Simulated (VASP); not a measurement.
# TePt (P6_3/mmc) in VASP: single point with r2SCAN

Aim: the single point of TePt with r2SCAN.

Everything below comes from runs of VASP 6.6.1. Logs are shortened: lines on timing, memory, paths and dates and some standing lists are left out, and cuts for length are marked.

### Step 1. The cell of the first run

The structure is hexagonal, space group P6_3/mmc (No. 194). The conventional cell has a = 4.263 Å, b = 4.263 Å, c = 5.662 Å, α = 90.00°, β = 90.00°, γ = 120.00°. Within 3.7 Å of Te (site symmetry -6m2) lie 6 Pt at 2.84 Å. Within 3.7 Å of Pt (site symmetry -3m) lie 2 Pt at 2.83 Å and 6 Te at 2.84 Å.

### Step 2. Single point, r2SCAN

Input file POSCAR:

```
TePt
1.0
    4.2628798384      0.0000000000      0.0000000000
   -2.1314399192      3.6917622333      0.0000000000
    0.0000000000      0.0000000000      5.6617710000
Te Pt
2 2
Direct
    0.6666666667      0.3333333333      0.7500000000
    0.3333333333      0.6666666667      0.2500000000
    0.0000000000      0.0000000000      0.5000000000
    0.0000000000      0.0000000000      0.0000000000
```

Input file INCAR.step1:

```
PREC = Accurate
ENCUT = 520
ISMEAR = -1
SIGMA = 0.05
LREAL = F
LASPH = T
NELM = 100
NBANDS = 24
GGA = PE
ALGO = Normal
EDIFF = 1E-4
LWAVE = T
LCHARG = F
```

Input file INCAR.step2:

```
PREC = Accurate
ENCUT = 520
EDIFF = 1E-6
ISMEAR = -1
SIGMA = 0.05
LREAL = F
LASPH = T
NELM = 100
ALGO = Normal
ISIF = 2
LWAVE = F
LCHARG = F
METAGGA = R2SCAN
LMIXTAU = T
NBANDS = 24
ISTART = 1
```

Input file KPOINTS:

```
regular mesh
0
Gamma
  10 10 7
```

Potentials or basis: VASP PAW PBE potentials, release 64 (Te, Pt).

The run is started by

```console
$ cat potpaw_PBE.64/Te/POTCAR potpaw_PBE.64/Pt/POTCAR > POTCAR
$ cp INCAR.step1 INCAR
$ mpirun -np 1 vasp_std > vasp.out
$ cp INCAR.step2 INCAR
$ mpirun -np 1 vasp_std > vasp.out
```

OUTCAR:

```text
PREC = Accurate
   ENCUT = 520
   EDIFF = 1E-6
   ISMEAR = -1
   LREAL = F
   LASPH = T
   NELM = 100
   ISIF = 2
   METAGGA = R2SCAN
   ISTART = 1

 ion  position               nearest neighbor table
   1  0.667  0.333  0.750-   3 2.84   4 2.84   3 2.84   4 2.84   3 2.84   4 2.84
   2  0.333  0.667  0.250-   3 2.84   4 2.84   3 2.84   4 2.84   3 2.84   4 2.84
   3  0.000  0.000  0.500-   4 2.83   4 2.83   1 2.84   2 2.84   2 2.84   1 2.84   1 2.84   2 2.84

   4  0.000  0.000  0.000-   3 2.83   3 2.83   1 2.84   2 2.84   2 2.84   1 2.84   1 2.84   2 2.84

  LATTYP: Found a hexagonal cell.
 ALAT       =     4.2628798384
 C/A-ratio  =     1.3281563672

  Lattice vectors:

 A1 = (   4.2628798384,   0.0000000000,   0.0000000000)
 A2 = (  -2.1314399192,   3.6917622333,   0.0000000000)
 A3 = (   0.0000000000,   0.0000000000,   5.6617710000)

Analysis of symmetry for initial positions (statically):
=====================================================================
 Subroutine PRICEL returns:
 Original cell was already a primitive cell.

 Routine SETGRP: Setting up the symmetry group for a
 hexagonal supercell.

 Subroutine GETGRP returns: Found 24 space group operations
 (whereof 12 operations were pure point group operations)
 out of a pool of 24 trial point group operations.

The static configuration has the point symmetry D_3d.
 The point group associated with its full space group is D_6h.

Analysis of symmetry for dynamics (positions and initial velocities):
=====================================================================
 Subroutine PRICEL returns:
 Original cell was already a primitive cell.

 Routine SETGRP: Setting up the symmetry group for a
 hexagonal supercell.

 Subroutine GETGRP returns: Found 24 space group operations
 (whereof 12 operations were pure point group operations)
 out of a pool of 24 trial point group operations.

The dynamic configuration has the point symmetry D_3d.
 The point group associated with its full space group is D_6h.

 Subroutine INISYM returns: Found 24 space group operations
 (whereof 12 operations are pure point group operations),
 and found     1 'primitive' translations

----------------------------------------------------------------------------------------

                                     Primitive cell

  volume of cell :      89.1023

  direct lattice vectors                    reciprocal lattice vectors
     4.262879838  0.000000000  0.000000000     0.234583201  0.135436675  0.000000000
    -2.131439919  3.691762233  0.000000000     0.000000000  0.270873349  0.000000000
     0.000000000  0.000000000  5.661771000     0.000000000  0.000000000  0.176623180

  length of vectors
     4.262879838  4.262879838  5.661771000     0.270873349  0.270873349  0.176623180

  position of ions in fractional coordinates (direct lattice)
     0.666666667  0.333333333  0.750000000
     0.333333333  0.666666667  0.250000000
     0.000000000  0.000000000  0.500000000
     0.000000000  0.000000000  0.000000000

  ion indices of the primitive-cell ions
   primitive index   ion index
                 1           1
                 2           2
                 3           3
                 4           4

----------------------------------------------------------------------------------------

 KPOINTS: regular mesh

Automatic generation of k-mesh.
 Grid dimensions read from file:
 generate k-points for:   10   10    7

 Generating k-lattice:

  Cartesian coordinates                     Fractional coordinates (reciprocal lattice)
     0.023458320  0.013543667  0.000000000     0.100000000  0.000000000  0.000000000
     0.000000000  0.027087335  0.000000000     0.000000000  0.100000000  0.000000000
     0.000000000  0.000000000  0.025231883     0.000000000  0.000000000  0.142857143

  Length of vectors
     0.027087335  0.027087335  0.025231883

  Shift w.r.t. Gamma in fractional coordinates (k-lattice)
     0.000000000  0.000000000  0.000000000

 Subroutine IBZKPT returns following result:
 ===========================================

 Found     56 irreducible k-points:

 Following reciprocal coordinates:
            Coordinates               Weight
  0.000000  0.000000  0.000000      1.000000
  0.100000  0.000000  0.000000      6.000000
  0.200000  0.000000  0.000000      6.000000
  0.300000  0.000000  0.000000      6.000000
  0.400000  0.000000  0.000000      6.000000
  0.500000  0.000000  0.000000      3.000000
[... 16 lines left out ...]
  0.300000  0.100000  0.142857     24.000000
  0.400000  0.100000  0.142857     24.000000
 [... further k-points ...]
   k-points           NKPTS =     56   k-points in BZ     NKDIM =     56   number of bands    NBANDS=     24
   number of dos      NEDOS =    301   number of ions     NIONS =      4
   total plane-waves  NPLWV =  43008
   dimension x,y,z NGX =    32 NGY =   32 NGZ =   42
   dimension x,y,z NGXF=    64 NGYF=   64 NGZF=   84
   ions per type =               2   2
   NGX,Y,Z   is equivalent  to a cutoff of  12.48, 12.48, 12.33 a.u.
   NGXF,Y,Z  is equivalent  to a cutoff of  24.96, 24.96, 24.66 a.u.
 SYSTEM =  unknown system
   PREC   = accura    normal or accurate (medium, high low for compatibility)
   ISTART =      1    job   : 0-new  1-cont  2-samecut
   ICHARG =      0    charge: 1-file 2-atom 10-const
   ISPIN  =      1    spin polarized calculation?
   LNONCOLLINEAR =      F non collinear calculations
   LSORBIT =      F    spin-orbit coupling
   LASPH  =      T    aspherical Exc in radial PAW
   ENCUT  =  520.0 eV  38.22 Ry    6.18 a.u.   7.93  7.93 10.53*2*pi/ulx,y,z
   NELM   =    100;   NELMIN=  2; NELMDL=  0     # of ELM steps
   EDIFF  = 0.1E-05   stopping-criterion for ELM
   LREAL  =      F    real-space projection
   EDIFFG = 0.1E-04   stopping-criterion for IOM
   NSW    =      0    number of steps for IOM
   IBRION =     -1    ionic relax: 0-MD 1-quasi-New 2-CG
   NFREE  =      0    steps in history (QN), initial steepest desc. (CG)
   ISIF   =      2    stress and relaxation
   ISYM   =      2    0-nonsym 1-usesym 2-fastsym
   POTIM  = 0.5000    time-step for ionic-motion
   TEBEG  =    0.0;   TEEND  =   0.0 temperature during run
   PSTRESS=    0.0 pullay stress
   NELECT =      32.0000    total number of electrons
   NUPDOWN=      -1.0000    fix difference up-down
   EMIN   =  10.00;   EMAX   =-10.00  energy-range for DOS
   EFERMI =   0.00;   METHOD = LEGACY
   ISMEAR =    -1;   SIGMA  =   0.05  broadening in eV -4-tet -1-fermi 0-gaus
   EFERMI_NEDOS =   21; number of points for ismear=-14 and -15
   IALGO  =     38    algorithm
   IMIX   =      4    mixing-type and parameters
     AMIX     =   0.40;   BMIX     =  1.00
     AMIX_MAG =   1.60;   BMIX_MAG =  1.00
  volume/ion in A,a.u.               =      22.28       150.32
  Fermi-wavevector in a.u.,A,eV,Ry     =   1.163666  2.199010 18.423911  1.354119
  Thomas-Fermi vector in A             =   2.300213
   LORBIT       =      0    0 simple, 1 ext, 2 COOP (PROOUT), +10 PAW based schemes
   METAGGA = R2SCAN    functional components
   LHFCALC =     F    Hartree Fock is set to
   AEXX    =    0.0000 exact exchange contribution
   IVDW    =     0    specifies the selected vdW correction
   LEPSILON=     F    determine dielectric tensor
   LRPA    =     F    only Hartree local field effects (RPA)
 non-spin polarized calculation
  energy-cutoff  :      520.00
  volume of cell :       89.10
 maximum number of plane-waves:      2416
 NGX is ok and might be reduce to    32
   NGX = 15   NGY = 15   NGZ = 21

 number of electron      31.9999997 magnetization

 Free energy of the ion-electron system (eV)
  ---------------------------------------------------
  ext. energy  EPLUGINS =         0.00000000
  ---------------------------------------------------
  free energy    TOTEN  =      -154.61578173 eV

  energy without entropy =     -154.59482786  energy(sigma->0) =     -154.60530479

 E-fermi :   8.9062     XC(G=0): -11.7373

 val. band max:        8.8935502075   @ k =   0.2000   0.1000   0.2857
 cond. band min:       8.9116372729   @ k =   0.2000   0.0000   0.0000
 fundamental gap:      0.0180870654
 Fermi energy:         8.9062346340

 k-point     1 :       0.0000    0.0000    0.0000
  band No.  band energies     occupation
      1      -5.3755      2.00000
      2      -2.7340      2.00000
      3       1.6452      2.00000
      4       2.7923      2.00000
      5       2.7923      2.00000
      6       3.5481      2.00000
[... 16 lines left out ...]
     23      16.6403      0.00000
     24      16.6403      0.00000

 k-point     2 :       0.1000    0.0000    0.0000
  band No.  band energies     occupation
      1      -5.2774      2.00000
      2      -2.7867      2.00000
      3       1.7805      2.00000
      4       2.8278      2.00000
      5       2.9217      2.00000
      6       3.4823      2.00000
[... 16 lines left out ...]
     23      15.1374      0.00000
     24      16.1323      0.00000

 k-point     3 :       0.2000    0.0000    0.0000
  band No.  band energies     occupation
      1      -4.9945      2.00000
      2      -2.9252      2.00000
      3       2.1751      2.00000
      4       2.9141      2.00000
      5       3.1206      2.00000
      6       3.2887      2.00000
[... 16 lines left out ...]
     23      15.2280      0.00000
     24      15.4363      0.00000

 k-point     4 :       0.3000    0.0000    0.0000
  band No.  band energies     occupation
      1      -4.5670      2.00000
      2      -3.1121      2.00000
      3       2.2986      2.00000
      4       2.7781      2.00000
      5       2.9960      2.00000
      6       3.7443      2.00000
[... 16 lines left out ...]
     23      15.5020      0.00000
     24      16.7596      0.00000

 k-point     5 :       0.4000    0.0000    0.0000
  band No.  band energies     occupation
      1      -4.0777      2.00000
      2      -3.3366      2.00000
      3       1.4839      2.00000
      4       3.0286      2.00000
      5       3.3934      2.00000
      6       3.8483      2.00000
[... 16 lines left out ...]
     23      16.6243      0.00000
     24      17.9776      0.00000

 k-point     6 :       0.5000    0.0000    0.0000
  band No.  band energies     occupation
      1      -3.6667      2.00000
      2      -3.6227      2.00000
      3       1.1528      2.00000
      4       3.0314      2.00000
      5       3.6132      2.00000
      6       3.8382      2.00000
[... 16 lines left out ...]
     23      17.7056      0.00000
     24      18.1553      0.00000
[... 379 lines left out ...]
 k-point    21 :       0.1000    0.1000    0.1429
  band No.  band energies     occupation
      1      -5.0070      2.00000
      2      -3.0453      2.00000
      3       2.1252      2.00000
      4       2.9555      2.00000
      5       3.4065      2.00000
      6       3.4128      2.00000
[... 16 lines left out ...]
     23      15.3124      0.00000
     24      15.7015      0.00000

 k-point    22 :       0.2000    0.1000    0.1429
  band No.  band energies     occupation
      1      -4.6612      2.00000
      2      -3.1415      2.00000
      3       2.4111      2.00000
      4       2.7406      2.00000
      5       3.0400      2.00000
      6       3.8860      2.00000
[... 16 lines left out ...]
     23      15.9275      0.00000
     24      16.1947      0.00000

 k-point    23 :       0.3000    0.1000    0.1429
  band No.  band energies     occupation
      1      -4.2183      2.00000
      2      -3.2760      2.00000
      3       1.8778      2.00000
      4       2.8560      2.00000
      5       3.0812      2.00000
      6       3.7994      2.00000
[... 16 lines left out ...]
     23      15.6943      0.00000
     24      17.1942      0.00000

 k-point    24 :       0.4000    0.1000    0.1429
  band No.  band energies     occupation
      1      -3.7886      2.00000
      2      -3.4696      2.00000
      3       1.3066      2.00000
      4       2.9646      2.00000
      5       3.3781      2.00000
      6       3.6893      2.00000
[... 16 lines left out ...]
     23      16.7676      0.00000
     24      17.5902      0.00000

 [... further k-points ...]
[... 5 lines left out ...]
  --------------------------------------------------------------------------------------
  -------------------------------------------------------------------------------------
  Total       -1.1522249     -1.1522249     -1.2076194      0.0000000     -0.0000000      0.0000000
  in kB      -20.7185205    -20.7185205    -21.7145863      0.0000000     -0.0000000      0.0000000
  external PRESSURE =     -21.0505424 kB  Pullay stress =       0.0000000 kB

 VOLUME and BASIS-vectors are now :
 -----------------------------------------------------------------------------
  energy-cutoff  :      520.00
  volume of cell :       89.10
      direct lattice vectors                 reciprocal lattice vectors
     4.262879838  0.000000000  0.000000000     0.234583201  0.135436675  0.000000000
    -2.131439919  3.691762233  0.000000000     0.000000000  0.270873349  0.000000000
     0.000000000  0.000000000  5.661771000     0.000000000  0.000000000  0.176623180

 POSITION                                       TOTAL-FORCE (eV/Angst)
 -----------------------------------------------------------------------------------
      2.13144      1.23059      4.24633        -0.000000      0.000000      0.000000
     -0.00000      2.46117      1.41544         0.000000      0.000000      0.000000
      0.00000      0.00000      2.83089        -0.000000     -0.000000      0.000000
      0.00000      0.00000      0.00000        -0.000000     -0.000000      0.000000
 -----------------------------------------------------------------------------------
    total drift:                               -0.000000      0.000000      0.000000

  FREE ENERGIE OF THE ION-ELECTRON SYSTEM (eV)
  ---------------------------------------------------
  free  energy   TOTEN  =      -154.6157817276 eV

  energy  without entropy=     -154.5948278584  energy(sigma->0) =     -154.60530479
```

Wall time 4.3 min (1 thread of Intel Xeon Platinum 8259CL at 2.50GHz (Skylake/Cascade Lake), shared host); peak memory 0.28 GiB.

Results:

```
Free energy            : -154.6158 eV
Pressure               : -2.1 GPa
Band gap on the k mesh : zero (band 16 reaches 9.56 eV, above the bottom of band 17 at 8.52 eV)
```

Stress tensor (GPa, compression positive):
```
-2.07  0.00  0.00
 0.00 -2.07  0.00
 0.00  0.00 -2.17
```

Caveat: the PAW data sets were made with another functional, which shifts forces and pressure a little; spin-orbit coupling is left out, which moves the levels of the heavy elements.
